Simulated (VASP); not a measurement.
A run of VASP 6.6.1:

File INCAR:

```
SYSTEM = NbH2
PREC = Accurate
ENCUT = 600
EDIFF = 1E-7
ISMEAR = -1
SIGMA = 0.15
LREAL = .FALSE.
LASPH = .TRUE.
NELM = 100
ALGO = Normal
ISIF = 3
LWAVE = .FALSE.
LCHARG = .FALSE.
GGA = CA
IBRION = 2
NSW = 80
EDIFFG = -0.001
PSTRESS = 30.0
```

KPOINTS

```
regular mesh
0
G
  16 16 16
  0 0 0
```

File POSCAR:

```
NbH2
1.0
    0.0000000000      2.2489469724      2.2489469724
    2.2489469724      0.0000000000      2.2489469724
    2.2489469724      2.2489469724      0.0000000000
Nb H
1 2
Direct
    0.0000000000      0.0000000000      0.0000000000
    0.2500000000      0.2500000000      0.2500000000
    0.7500000000      0.7500000000      0.7500000000
```

Potentials or basis: VASP PAW LDA potentials, release 64 (Nb_sv, H).

Run with:

```sh
$ cat potpaw_LDA.64/Nb_sv/POTCAR potpaw_LDA.64/H/POTCAR > POTCAR
$ mpirun -np 1 vasp_std > vasp.out
```

Hardware: 1 thread of Intel Xeon 8259CL, on a shared host.

Task: Estimate the wall time of this run.

Result: Wall time 3 min on 1 thread of Intel Xeon 8259CL (shared host), peak memory 0.19 GiB. Counts: scf iterations 30, k points 145, ion steps 3.
